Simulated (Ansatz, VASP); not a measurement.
# CdS: VASP beside Ansatz

INCAR

```
SYSTEM = CdS
ALGO = Normal
EDIFF = 1E-6
ENCUT = 520
GGA = PE
ISIF = 2
ISMEAR = 0
LASPH = .TRUE.
LCHARG = .FALSE.
LREAL = .FALSE.
LWAVE = .FALSE.
NBANDS = 16
NELM = 60
PREC = Accurate
SIGMA = 0.02
```

Contents of KPOINTS:

```
k-points
0
G
  8 8 8
  0 0 0
```

Contents of POSCAR:

```
CdS
1.0
    0.0000000000      3.0259787923      3.0259787923
    3.0259787923      0.0000000000      3.0259787923
    3.0259787923      3.0259787923      0.0000000000
Cd S
1 1
Direct
    0.0000000000      0.0000000000      0.0000000000
    0.7500000000      0.7500000000      0.7500000000
```

Input for Ansatz:

```yaml
crystal:
  lattice:
    - [0.0, 3.0259787923, 3.0259787923]
    - [3.0259787923, 0.0, 3.0259787923]
    - [3.0259787923, 3.0259787923, 0.0]
  atoms:
    - { symbol: Cd, position: [0.0, 0.0, 0.0] }
    - { symbol: S, position: [0.75, 0.75, 0.75] }
basis:
  ecutwfc: 420
kpoints:
  mp_grid: { grid: [8, 8, 8] }
hamiltonian:
  xc: pbe
scf:
  occupations: { method: gaussian, width: 0.02 }
output:
  forces: true
  stress: true
  eigenvalues: true
```

Alike in both runs: task single point; functional PBE; k mesh 8 × 8 × 8; occupations gaussian, width 0.02 eV; no spin polarisation.

|  | VASP | Ansatz |
| --- | --- | --- |
| version | VASP 6.6.1 | Ansatz 0.2.0 |
| potentials or method | VASP PAW PBE potentials, release 64 (Cd, S), cutoff 520 eV | scalar-relativistic, plane waves, PAW |
| valence electrons in the cell | 18 | 26 |

|  | VASP | Ansatz | Ansatz less VASP |
| --- | --- | --- | --- |
| gap on the k mesh at the Fermi level (eV) | 0.90 | 0.90 | 0.000 |
| least direct gap on the mesh (eV) | 0.90 | 0.90 | 0.000 |
| pressure (GPa) | -2.7 | -2.9 | -0.22 |

The functional is the same, so the differences come from potentials, cutoffs and numerics. VASP's potentials hold 18 valence electrons a cell and Ansatz's 26, so a difference there can come from the potentials and not from the codes.
